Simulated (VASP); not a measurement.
Here is a VASP 6.6.1 calculation.

File INCAR:

```
SYSTEM = TaN
PREC     = Accurate       ! precision mode
ENCUT    = 520            ! plane-wave cutoff, eV
EDIFF    = 1E-6           ! SCF threshold, eV
ISMEAR   = 0              ! smearing method
SIGMA    = 0.15           ! smearing width, eV
LREAL    = .False.        ! projectors in reciprocal space
LASPH    = .True.         ! aspherical terms in the spheres
NELM     = 100            ! most SCF steps
ALGO     = Normal         ! electronic algorithm
ISIF     = 2              ! what is computed and relaxed
LWAVE    = .False.        ! write WAVECAR
LCHARG   = .False.        ! write CHGCAR
GGA      = PS             ! functional
NBANDS   = 15             ! bands
```

Contents of KPOINTS:

```
regular mesh
0
Gamma
  18 18 16
  0 0 0
```

POSCAR

```
TaN
1.0
    2.9379988584      0.0000000000      0.0000000000
   -1.4689994292      2.5189378312      0.0000000000
    0.0000000000      0.0000000000      2.8830000000
Ta N
1 1
Direct
    0.3333333333      0.6666666667      0.5000000000
    0.0000000000      0.0000000000      0.0000000000
```

Potentials or basis: VASP PAW PBE potentials, release 64 (Ta_pv, N).

The run is started by

```sh
$ cat potpaw_PBE.64/Ta_pv/POTCAR potpaw_PBE.64/N/POTCAR > POTCAR
$ mpirun -np 1 vasp_std > vasp.out
```

Problem. What does it give for the largest force?

Solution. 0.021 eV/Å.

Problem. Predict the band gap on the k mesh.

Solution. Zero (bands 8 and 9 overlap by 0.35 eV).

Problem. What does it give for the pressure?

Solution. -0.6 GPa.

Forces on the atoms (eV/Å):
```
Ta   0.000  0.021  0.000
N    0.000 -0.021  0.000
```

Caveat: the cell differs from its parent crystal (strain -0.0100 x Voigt [0, 1, 0, 0, 0, 0]); the PAW data sets were made with another functional, which shifts forces and pressure a little; spin-orbit coupling is left out, which moves the levels of the heavy elements.
